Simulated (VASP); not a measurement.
Write the native input for VASP 6.6.1 that does the following.

```yaml
Task: single point
Functional: PBE
Potentials_or_basis: VASP PAW PBE potentials, release 64 (Ta_pv, Si, B)
Cutoff: 500 eV
k_mesh: 4 × 4 × 3
Occupations: gaussian, width 0.2 eV
Spin: no spin polarisation
Dipole_correction: no
Further_INCAR_settings: ALGO = Normal; EDIFF = 1e-06; NBANDS = 28
```

The structure of TaSi5B2 lies in POSCAR:

```
TaSi5B2
1.0
    5.6688956978      0.0000000000      0.0000000000
    0.0000000000      5.6688956978      0.0000000000
    0.0000000000      0.0000000000      4.6114441883
Ta Si B
1 5 2
Direct
    0.0000000000      0.0000000000      0.0000000000
    0.2935909364      0.2935909364      0.5000000000
    0.7064090636      0.7064090636      0.5000000000
    0.7064090636      0.2935909364      0.5000000000
    0.2935909364      0.7064090636      0.5000000000
    0.0000000000      0.0000000000      0.5000000000
    0.5000000000      0.5000000000      0.1854853689
    0.5000000000      0.5000000000      0.8145146311
```

The cell was built from a structure type or drawn by symmetry, and may not be a known phase.

The input as run:

INCAR

```
SYSTEM = TaSi5B2
PREC     = Accurate       ! precision mode
ENCUT    = 500            ! plane-wave cutoff, eV
EDIFF    = 1E-6           ! SCF threshold, eV
ISMEAR   = 0              ! smearing method
SIGMA    = 0.2            ! smearing width, eV
LREAL    = .False.        ! projectors in reciprocal space
LASPH    = .True.         ! aspherical terms in the spheres
NELM     = 120            ! most SCF steps
ALGO     = Normal         ! electronic algorithm
ISIF     = 2              ! what is computed and relaxed
LWAVE    = .False.        ! write WAVECAR
LCHARG   = .True.         ! write CHGCAR
GGA      = PE             ! functional
LELF     = .True.         ! ELF
LVHAR    = .True.       
NBANDS   = 28             ! bands
GGA_COMPAT= .False.
```

KPOINTS

```
regular mesh
0
Gamma
  4 4 3
  0 0 0
```

Potentials or basis: VASP PAW PBE potentials, release 64 (Ta_pv, Si, B).

Run with:

```bash
$ cat potpaw_PBE.64/Ta_pv/POTCAR potpaw_PBE.64/Si/POTCAR potpaw_PBE.64/B/POTCAR > POTCAR
$ mpirun -np 1 vasp_std > vasp.out
```

Results of the run:

The pressure is 0.2 GPa and the largest force is 0.011 eV/Å. The band gap on the k mesh is zero (an odd number of electrons rules out a gap without spin polarisation).

Caveat: the k points lie up to 0.45 Å⁻¹ apart, too coarse for converged energies and pressures of a metal; spin-orbit coupling is left out, which moves the levels of the heavy elements.

Wall time 86 s on 1 thread of Intel Xeon 8259CL (shared host), peak memory 0.26 GiB.
